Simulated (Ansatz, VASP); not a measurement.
**BP: VASP beside Ansatz**

INCAR

```
ALGO     = Normal         # electronic algorithm
EDIFF    = 1E-6           # SCF threshold, eV
ENCUT    = 520            # plane-wave cutoff, eV
GGA      = PS             # functional
ISIF     = 2              # what is computed and relaxed
ISMEAR   = 0              # smearing method
LASPH    = T              # aspherical terms in the spheres
LCHARG   = F              # write CHGCAR
LREAL    = F              # projectors in reciprocal space
LWAVE    = F              # write WAVECAR
NBANDS   = 11             # bands
NELM     = 100            # most SCF steps
PREC     = Accurate       # precision mode
SIGMA    = 0.05           # smearing width, eV
```

File KPOINTS:

```
k-points
0
Gamma
  12 12 12
```

POSCAR

```
BP
1.0
    0.0000000000      2.2584690392      2.2584690392
    2.2584690392      0.0000000000      2.2584690392
    2.2584690392      2.2584690392      0.0000000000
B P
1 1
Direct
    0.0000000000      0.0000000000      0.0000000000
    0.7500000000      0.7500000000      0.7500000000
```

Input for Ansatz:

```yaml
crystal:
  lattice:
    - [0.0, 2.2584690392, 2.2584690392]
    - [2.2584690392, 0.0, 2.2584690392]
    - [2.2584690392, 2.2584690392, 0.0]
  atoms:
    - { symbol: B, position: [0.0, 0.0, 0.0] }
    - { symbol: P, position: [0.75, 0.75, 0.75] }
basis:
  ecutwfc: 420
  ecutrho_ratio: 4
kpoints:
  mp_grid: { grid: [12, 12, 12] }
hamiltonian:
  xc: pbesol
scf:
  occupations: { method: gaussian, width: 0.05 }
output:
  forces: true
  stress: true
  eigenvalues: true
```

Alike in both runs: task single point; functional PBEsol; k mesh 12 × 12 × 12; occupations gaussian, width 0.05 eV; no spin polarisation.

```csv
,VASP,Ansatz
version,VASP 6.6.1,Ansatz 0.2.0
potentials or method,"VASP PAW PBE potentials, release 64 (B, P), cutoff 520 eV","scalar-relativistic, plane waves, PAW"
valence electrons in the cell,8,8
```

```csv
,VASP,Ansatz,Ansatz less VASP
gap on the k mesh at the Fermi level (eV),1.11,1.11,+0.004
least direct gap on the mesh (eV),3.38,3.38,+0.006
pressure (GPa),0.5,0.4,-0.10
```

VASP's potentials were made for PBE, not for PBEsol.
